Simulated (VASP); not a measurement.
# GaP (oS8 Cmcm) (Cmcm) in VASP: notebook, part 2 of 2

VASP 6.6.1.

### 4 Relaxation of cell and atoms, PBE, target pressure 49.6 GPa, at which the enthalpy is minimised

This run uses another cell than the first one, of 12.76 Å³/atom, 1.032 times its volume.

Contents of INCAR:

```
SYSTEM = GaP
  PREC = Accurate
  ENCUT = 600
  EDIFF = 1E-6
  ISMEAR = 0
  SIGMA = 0.1
  LREAL = .FALSE.
  LASPH = .TRUE.
  NELM = 100
  ALGO = Normal
  ISIF = 3
  LWAVE = .FALSE.
  LCHARG = .FALSE.
  GGA = PE
  IBRION = 2
  NSW = 80
  EDIFFG = -0.005
  PSTRESS = 496.0
```

Contents of KPOINTS:

```
regular mesh
0
G
  14 14 12
  0 0 0
```

Contents of POSCAR:

```
GaP
1.0
    2.3373534207     -2.4425928777      0.0000000000
    2.3373534207      2.4425928777      0.0000000000
    0.0000000000      0.0000000000      4.4696774661
Ga P
2 2
Direct
    0.3469702174      0.6530297826      0.2500000000
    0.6530297826      0.3469702174      0.7500000000
    0.8417560249      0.1582439751      0.2500000000
    0.1582439751      0.8417560249      0.7500000000
```

Potentials or basis: VASP PAW PBE potentials, release 64 (Ga_d, P).

Started as:

```
$ cat potpaw_PBE.64/Ga_d/POTCAR potpaw_PBE.64/P/POTCAR > POTCAR
$ mpirun -np 1 vasp_std > vasp.out
```

OUTCAR:

```text
SYSTEM = GaP
   PREC = Accurate
   ENCUT = 600
   EDIFF = 1E-6
   ISMEAR = 0
   LREAL = .FALSE.
   LASPH = .TRUE.
   NELM = 100
   ISIF = 3
   GGA = PE
   IBRION = 2
   NSW = 80
   EDIFFG = -0.005
   PSTRESS = 496.0

 ion  position               nearest neighbor table
   1  0.347  0.653  0.250-   3 2.34   3 2.34   3 2.42   4 2.42   4 2.42   3 2.47   2 2.69   2 2.69

   2  0.653  0.347  0.750-   4 2.34   4 2.34   4 2.42   3 2.42   3 2.42   4 2.47   1 2.69   1 2.69

   3  0.842  0.158  0.250-   1 2.34   1 2.34   1 2.42   2 2.42   2 2.42   1 2.47   4 2.72   4 2.72

   4  0.158  0.842  0.750-   2 2.34   2 2.34   2 2.42   1 2.42   1 2.42   2 2.47   3 2.72   3 2.72

  LATTYP: Found a base centered orthorhombic cell.
 ALAT       =     4.6747068414
 B/A-ratio  =     1.0450250510
 C/A-ratio  =     0.9561406988

  Lattice vectors:

 A1 = (   2.3373534207,  -2.4425928777,   0.0000000000)
 A2 = (   2.3373534207,   2.4425928777,   0.0000000000)
 A3 = (   0.0000000000,   0.0000000000,   4.4696774661)

Analysis of symmetry for initial positions (statically):
=====================================================================
 Subroutine PRICEL returns:
 Original cell was already a primitive cell.

 Routine SETGRP: Setting up the symmetry group for a
 base centered orthorhombic supercell.

 Subroutine GETGRP returns: Found  8 space group operations
 (whereof  4 operations were pure point group operations)
 out of a pool of  8 trial point group operations.

The static configuration has the point symmetry C_2h.
 The point group associated with its full space group is D_2h.

Analysis of symmetry for dynamics (positions and initial velocities):
=====================================================================
 Subroutine PRICEL returns:
 Original cell was already a primitive cell.

 Routine SETGRP: Setting up the symmetry group for a
 base centered orthorhombic supercell.

 Subroutine GETGRP returns: Found  8 space group operations
 (whereof  4 operations were pure point group operations)
 out of a pool of  8 trial point group operations.

The dynamic configuration has the point symmetry C_2h.
 The point group associated with its full space group is D_2h.

 Subroutine INISYM returns: Found  8 space group operations
 (whereof  4 operations are pure point group operations),
 and found     1 'primitive' translations

----------------------------------------------------------------------------------------

                                     Primitive cell

  volume of cell :      51.0366

  direct lattice vectors                    reciprocal lattice vectors
     2.337353421 -2.442592878  0.000000000     0.213917158 -0.204700507  0.000000000
     2.337353421  2.442592878  0.000000000     0.213917158  0.204700507  0.000000000
     0.000000000  0.000000000  4.469677466     0.000000000  0.000000000  0.223729790

  length of vectors
     3.380751541  3.380751541  4.469677466     0.296079124  0.296079124  0.223729790

  position of ions in fractional coordinates (direct lattice)
     0.346970217  0.653029783  0.250000000
     0.653029783  0.346970217  0.750000000
     0.841756025  0.158243975  0.250000000
     0.158243975  0.841756025  0.750000000

  ion indices of the primitive-cell ions
[... 60 lines left out ...]
   number of dos      NEDOS =    301   number of ions     NIONS =      4
   total plane-waves  NPLWV =  28224
   dimension x,y,z NGX =    28 NGY =   28 NGZ =   36
   dimension x,y,z NGXF=    56 NGYF=   56 NGZF=   72
   ions per type =               2   2
   NGX,Y,Z   is equivalent  to a cutoff of  13.77, 13.77, 13.39 a.u.
   NGXF,Y,Z  is equivalent  to a cutoff of  27.54, 27.54, 26.78 a.u.
 SYSTEM =  GaP
   PREC   = accura    normal or accurate (medium, high low for compatibility)
   ISTART =      0    job   : 0-new  1-cont  2-samecut
   ICHARG =      2    charge: 1-file 2-atom 10-const
   ISPIN  =      1    spin polarized calculation?
   LNONCOLLINEAR =      F non collinear calculations
   LSORBIT =      F    spin-orbit coupling
   LASPH  =      T    aspherical Exc in radial PAW
   ENCUT  =  600.0 eV  44.10 Ry    6.64 a.u.   6.75  6.75  8.93*2*pi/ulx,y,z
   NELM   =    100;   NELMIN=  2; NELMDL= -5     # of ELM steps
   EDIFF  = 0.1E-05   stopping-criterion for ELM
   LREAL  =      F    real-space projection
   EDIFFG = -.5E-02   stopping-criterion for IOM
   NSW    =     80    number of steps for IOM
   IBRION =      2    ionic relax: 0-MD 1-quasi-New 2-CG
   NFREE  =      1    steps in history (QN), initial steepest desc. (CG)
   ISIF   =      3    stress and relaxation
   ISYM   =      2    0-nonsym 1-usesym 2-fastsym
   POTIM  = 0.5000    time-step for ionic-motion
   TEBEG  =    0.0;   TEEND  =   0.0 temperature during run
   PSTRESS=  496.0 pullay stress
   NELECT =      36.0000    total number of electrons
   NUPDOWN=      -1.0000    fix difference up-down
   EMIN   =  10.00;   EMAX   =-10.00  energy-range for DOS
   EFERMI =   0.00;   METHOD = LEGACY
   ISMEAR =     0;   SIGMA  =   0.10  broadening in eV -4-tet -1-fermi 0-gaus
   EFERMI_NEDOS =   21; number of points for ismear=-14 and -15
   IALGO  =     38    algorithm
   IMIX   =      4    mixing-type and parameters
     AMIX     =   0.40;   BMIX     =  1.00
     AMIX_MAG =   1.60;   BMIX_MAG =  1.00
  volume/ion in A,a.u.               =      12.76        86.10
  Fermi-wavevector in a.u.,A,eV,Ry     =   1.457298  2.753894 28.894941  2.123718
  Thomas-Fermi vector in A             =   2.574116
   LORBIT       =      0    0 simple, 1 ext, 2 COOP (PROOUT), +10 PAW based schemes
   GGA     = PE    functional components
   LHFCALC =     F    Hartree Fock is set to
   AEXX    =    0.0000 exact exchange contribution
   IVDW    =     0    specifies the selected vdW correction
   LEPSILON=     F    determine dielectric tensor
   LRPA    =     F    only Hartree local field effects (RPA)
 conjugate gradient relaxation of ions
 non-spin polarized calculation
 Gauss-broadening in eV      SIGMA  =   0.10
  energy-cutoff  :      600.00
  volume of cell :       51.04
 maximum number of plane-waves:      1724
   NGX = 13   NGY = 13   NGZ = 17

--------------------------------------- Ionic step        1  -------------------------------------------

 number of electron      35.9999985 magnetization

 Free energy of the ion-electron system (eV)
  ---------------------------------------------------
  ext. energy  EPLUGINS =         0.00000000
  ---------------------------------------------------
  free energy    TOTEN  =       -14.71224153 eV

  energy without entropy =      -14.70625726  energy(sigma->0) =      -14.70924940

------------------------ aborting loop because EDIFF is reached ----------------------------------------

  FORCE on cell =-STRESS in cart. coord.  units (eV):
  Direction    XX          YY          ZZ          XY          YZ          ZX
  --------------------------------------------------------------------------------------
  -------------------------------------------------------------------------------------
  Total       13.6076691     13.6112267     13.6243659      0.0000000      0.0000000      0.0000000
  in kB      427.1817311    427.2934122    427.7058886      0.0000000      0.0000000      0.0000000
  external PRESSURE =     -68.6063227 kB  Pullay stress =     496.0000000 kB
[... 103 lines left out ...]
  energy  without entropy=      -14.3397852775  energy(sigma->0) =      -14.34278574

  enthalpy is  TOTEN    =         1.0592403039 eV   P V=       15.4050265115

[... ionic steps 4 to 25 ...]

--------------------------------------- Ionic step       26  -------------------------------------------

 number of electron      36.0000015 magnetization

------------------------ aborting loop because EDIFF is reached ----------------------------------------
[... 75 lines left out ...]
--------------------------------------- Ionic step       28  -------------------------------------------

 number of electron      36.0000015 magnetization

 Free energy of the ion-electron system (eV)
  ---------------------------------------------------
  ext. energy  EPLUGINS =         0.00000000
  ---------------------------------------------------
  free energy    TOTEN  =       -14.25581665 eV

  energy without entropy =      -14.24953184  energy(sigma->0) =      -14.25267425

 E-fermi :  11.2732     XC(G=0): -12.6630

 val. band max:       11.2663623717   @ k =   0.0000   0.0000   0.2500
 cond. band min:      11.2757967711   @ k =  -0.4286   0.0714   0.0833
 fundamental gap:      0.0094343995
 Fermi energy:        11.2732368686

 k-point     1 :       0.0000    0.0000    0.0000
  band No.  band energies     occupation
      1      -5.6112      2.00000
      2      -4.7479      2.00000
      3      -4.4591      2.00000
      4      -4.4211      2.00000
      5      -4.3758      2.00000
      6      -4.3238      2.00000
[... 589 lines left out ...]
     21      14.6599      0.00000
     22      16.2670      0.00000

 [... further k-points ...]
[... 5 lines left out ...]
  --------------------------------------------------------------------------------------
  -------------------------------------------------------------------------------------
  Total       15.3045780     15.3027576     15.3023988      0.0000000      0.0000000      0.0000000
  in kB      495.8624957    495.8035165    495.7918899      0.0000000      0.0000000      0.0000000
  external PRESSURE =      -0.1806993 kB  Pullay stress =     496.0000000 kB
[... 23 lines left out ...]
  energy  without entropy=      -14.2495318445  energy(sigma->0) =      -14.25267425

  enthalpy is  TOTEN    =         1.0530053338 eV   P V=       15.3088219860

 reached required accuracy - stopping structural energy minimisation
```

CONTCAR:

```text
GaP
   1.00000000000000
     2.3151916717056964   -2.4295269895671638   -0.0000000000000004
     2.3151916717056964    2.4295269895671638    0.0000000000000004
     0.0000000000000000    0.0000000000000005    4.3957400704847185
  Ga              P
     2     2
Direct
     0.3558941720372625    0.6441058279627375    0.2500000000000000
     0.6441058279627375    0.3558941720372625    0.7500000000000000
     0.8540678857593548    0.1459321142406454    0.2500000000000000
     0.1459321142406454    0.8540678857593548    0.7500000000000000

  0.00000000E+00  0.00000000E+00  0.00000000E+00
  0.00000000E+00  0.00000000E+00  0.00000000E+00
  0.00000000E+00  0.00000000E+00  0.00000000E+00
  0.00000000E+00  0.00000000E+00  0.00000000E+00
```

Wall time 87 min (1 thread of Intel Xeon Platinum 8259CL at 2.50GHz (Skylake/Cascade Lake), shared host); peak memory 0.58 GiB.

What came out:

```
Free energy                                            : -14.2558 eV
Relaxed volume                                         : 12.36 Å³/atom
Relaxed cell                                           : a = 3.356 Å, b = 3.356 Å, c = 4.396 Å, α = 90.00°, β = 90.00°, γ = 92.76°
Space group after relaxing (to 0.05 Å)                 : Cmcm (No. 63)
Energy change on relaxing (the enthalpy is what falls) : +114.1 meV/atom
Ionic steps                                            : 28
Pressure after relaxing                                : 49.6 GPa
Largest force after relaxing                           : 0.003 eV/Å
Band gap on the k mesh                                 : zero (band 18 reaches 12.44 eV, above the bottom of band 19 at 8.42 eV)
```

Forces on the atoms (eV/Å):
```
Ga   0.000 -0.003  0.000
Ga   0.000  0.003  0.000
P    0.000 -0.001  0.000
P    0.000  0.001  0.000
```

The path:
```csv
step,energy change (eV),largest force (eV/Å),pressure (GPa),volume (Å³)
1,0.0000,0.0016,42.74,51.04
2,1.3191,0.2785,66.17,47.11
3,0.3665,0.0801,49.40,49.76
4,0.3772,0.0823,49.77,49.73
5,0.3821,0.0716,49.68,49.71
6,0.3949,0.0612,49.71,49.66
7,0.4229,0.1091,49.81,49.57
8,0.4056,0.0796,49.72,49.63
9,0.4052,0.0806,49.69,49.63
10,0.4042,0.0835,49.58,49.63
11,0.4030,0.0877,49.36,49.63
12,0.4028,0.0892,49.24,49.63
13,0.4271,0.0726,49.63,49.55
14,0.4505,0.0565,49.95,49.47
15,0.4980,0.0237,50.62,49.32
16,0.4741,0.0400,50.16,49.40
17,0.4504,0.0040,49.62,49.47
18,0.4469,0.0021,49.52,49.48
19,0.4501,0.0070,49.53,49.47
20,0.4543,0.0130,49.56,49.46
21,0.4602,0.0105,49.74,49.44
22,0.4596,0.0111,49.66,49.44
23,0.4600,0.0101,49.66,49.44
24,0.4557,0.0056,49.59,49.45
25,0.4538,0.0036,49.55,49.46
26,0.4543,0.0041,49.55,49.46
27,0.4570,0.0067,49.61,49.45
28,0.4564,0.0034,49.58,49.45
```

Final structure:
```
Ga P
1.0
     2.31519   -2.42953    0.00000
     2.31519    2.42953    0.00000
     0.00000    0.00000    4.39574
Ga P
2 2
Direct
  0.35589 0.64411 0.25000
  0.64411 0.35589 0.75000
  0.85407 0.14593 0.25000
  0.14593 0.85407 0.75000
```

Caveat: the cell is relaxed towards a set pressure, so the enthalpy falls and the energy may rise.

### 5 The runs side by side

| task | cell | cutoff (eV) | gap on the mesh (eV) | pressure (GPa) |
| --- | --- | --- | --- | --- |
| single point | a = 3.356, b = 3.356, c = 4.395 Å, angles 90.0, 90.0, 92.8°, 4 atoms | 520 | none | 49.7 |
| single point | a = 3.436, b = 3.436, c = 4.592 Å, angles 90.0, 90.0, 92.3°, 4 atoms | 520 | none | 30.8 |
| relaxation of cell and atoms | relaxed to 49.6 GPa from a = 3.381, b = 3.381, c = 4.470 Å, angles 90.0, 90.0, 92.5°, 4 atoms | 600 | none | 49.6 |

Alike in all rows: level PBE; potentials or basis VASP PAW PBE potentials, release 64 (Ga_d, P); no spin polarisation; k mesh 14 × 14 × 12; smearing gaussian 0.1 eV.

Caveats: the cell is relaxed towards a set pressure, so the enthalpy falls and the energy may rise (some runs).

Total energies depend on the potentials used, so only differences within one code and one set of settings carry meaning.
